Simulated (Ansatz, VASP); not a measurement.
InAs: VASP beside Ansatz

The input INCAR:

```
SYSTEM = InAs
PREC = Accurate
ENCUT = 510
EDIFF = 1E-6
ISMEAR = -1
SIGMA = 0.02
LREAL = .False.
LASPH = .True.
NELM = 120
ALGO = Normal
ISIF = 2
LWAVE = .False.
LCHARG = .True.
GGA = PE
LELF = .True.
LVHAR = .True.
NBANDS = 21
GGA_COMPAT = .False.
```

File KPOINTS:

```
regular mesh
0
Gamma
  8 8 8
  0 0 0
```

Contents of POSCAR:

```
InAs
1.0
    0.0000000000      3.1004093258      3.0046786790
    3.1004093258      0.0000000000      3.0046786790
    3.1004093258      3.1004093258      0.0000000000
In As
1 1
Direct
    0.0000000000      0.0000000000      0.0000000000
    0.2500000000      0.2500000000      0.2500000000
```

Input for Ansatz:

```yaml
crystal:
  lattice:
    - [0.0, 3.1004093258, 3.004678679]
    - [3.1004093258, 0.0, 3.004678679]
    - [3.1004093258, 3.1004093258, 0.0]
  atoms:
    - { symbol: In, position: [0.0, 0.0, 0.0] }
    - { symbol: As, position: [0.25, 0.25, 0.25] }
kpoints:
  mp_grid: { grid: [8, 8, 8] }
  band_path:
    path:
      - [0.0, 0.0, 0.0]
      - [-0.5, -0.5, 0.0]
      - [-0.375, -0.375, 0.25]
      - [-0.375, 0.0, 0.375]
      - [0.0, 0.0, 0.5]
      - [-0.5, -0.25, 0.25]
      - [-0.017415, 0.0, -0.017415]
    npoints: 1
hamiltonian:
  xc: pbe
scf:
  occupations: { method: fermi_dirac, width: 0.02 }
  n_extra_bands: 4
output:
  forces: true
  stress: true
  eigenvalues: true
```

Change from the starting cell: epitaxial_xy strain +1.5%.

Alike in both runs: task single point; functional PBE; k mesh 8 × 8 × 8; occupations fermi-dirac, width 0.02 eV; no spin polarisation.

```csv
,VASP,Ansatz
version,VASP 6.6.1,Ansatz 0.2.0
potentials or method,"VASP PAW PBE potentials, release 64 (In_d, As_d)","plane waves, PAW"
plane-wave cutoff (eV),510,420
valence electrons in the cell,28,28
```

```csv
,VASP,Ansatz,Ansatz less VASP
pressure (GPa),1.3,1.2,-0.07
"traceless stress, the component that is largest in VASP (GPa)",0.62,0.63,+0.003
```
